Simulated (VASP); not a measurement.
Write the native input for VASP 6.6.1 that does the following.

```
Task                   : single point
Functional             : PBE
Potentials or basis    : VASP PAW PBE potentials, release 64 (Hf_pv)
Cutoff                 : 520 eV
k mesh                 : 18 × 18 × 18
Occupations            : gaussian, width 0.15 eV
Spin                   : no spin polarisation
Dipole correction      : no
Further INCAR settings : ALGO = Normal; EDIFF = 1e-07; NBANDS = 11
```

The structure of Hf lies in POSCAR:

```
Hf
1.0
    0.0000000000      2.0424000000      2.3976000000
    2.0424000000      0.0000000000      2.3976000000
    2.0424000000      2.0424000000      0.0000000000
Hf
1
Direct
    0.0000000000      0.0000000000      0.0000000000
```

This cell differs from its parent crystal: strain -0.080 along x and y, +0.080 along z.

These files were run (other wordings do the same):

INCAR

```
SYSTEM = Hf
PREC = Accurate
ENCUT = 520
EDIFF = 1E-7
ISMEAR = 0
SIGMA = 0.15
LREAL = .FALSE.
LASPH = .TRUE.
NELM = 80
ALGO = Normal
ISIF = 2
LWAVE = .FALSE.
LCHARG = .FALSE.
GGA = PE
NBANDS = 11
```

KPOINTS

```
regular mesh
0
G
  18 18 18
  0 0 0
```

Potentials or basis: VASP PAW PBE potentials, release 64 (Hf_pv).

Run with:

```sh
$ cat potpaw_PBE.64/Hf_pv/POTCAR > POTCAR
$ mpirun -np 1 vasp_std > vasp.out
```

Results of the run:

```
Pressure               : 14.0 GPa
Band gap on the k mesh : zero (band 5 reaches 6.33 eV, above the bottom of band 6 at 4.74 eV)
```

Caveat: the cell differs from its parent crystal (strain -0.080 along x and y, +0.080 along z); spin-orbit coupling is left out, which moves the levels of the heavy elements.

Wall time 35 s on 1 thread of Intel(R) Xeon(R) Platinum 8559C (Emerald Rapids), on a shared host, peak memory 0.22 GiB.
